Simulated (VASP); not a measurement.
Input of a VASP 6.6.1 run:

The input POSCAR:

```
Ta3N
1.0
    2.9904790395      0.0000000000      0.0000000000
   -1.4952395198      2.5898308177      0.0000000000
    0.0000000000      0.0000000000      7.6030441739
Ta N
3 1
Direct
    0.0000000000      0.0000000000      0.5000000000
    0.3333333333      0.6666666667      0.1755176138
    0.6666666667      0.3333333333      0.8244823862
    0.0000000000      0.0000000000      0.0000000000
```

Contents of INCAR.step1:

```
SYSTEM = Ta3N
ALGO = Normal
EDIFF = 1E-4
ENCUT = 520
GGA = PE
ISMEAR = 0
LASPH = .True.
LCHARG = .False.
LREAL = .False.
LWAVE = .True.
NBANDS = 27
NELM = 80
PREC = Accurate
SIGMA = 0.15
```

INCAR.step2

```
SYSTEM = Ta3N
ALGO = Normal
EDIFF = 1E-6
ENCUT = 520
ISIF = 2
ISMEAR = 0
ISTART = 1
LASPH = .True.
LCHARG = .False.
LMIXTAU = .True.
LREAL = .False.
LWAVE = .False.
METAGGA = R2SCAN
NBANDS = 27
NELM = 80
PREC = Accurate
SIGMA = 0.15
```

File KPOINTS:

```
k-points
0
Gamma
  18 18 6
  0 0 0
```

Potentials or basis: VASP PAW PBE potentials, release 64 (Ta_pv, N).

Run with:

```bash
$ cat potpaw_PBE.64/Ta_pv/POTCAR potpaw_PBE.64/N/POTCAR > POTCAR
$ cp INCAR.step1 INCAR
$ mpirun -np 1 vasp_std > vasp.out
$ cp INCAR.step2 INCAR
$ mpirun -np 1 vasp_std > vasp.out
```

Q: Predict the pressure.

A: 1.0 GPa.

Q: Estimate the band gap on the k mesh.

A: Zero (bands 19 and 20 overlap by 0.61 eV).

Q: Predict the largest force.

A: 0.064 eV/Å.

Forces in eV/Å, atoms in the order of the input:
```
Ta   0.000  0.000  0.000
Ta   0.000  0.000  0.064
Ta   0.000  0.000 -0.064
N    0.000  0.000  0.000
```

Caveat: the PAW data sets were made with another functional, which shifts forces and pressure a little; spin-orbit coupling is left out, which moves the levels of the heavy elements.
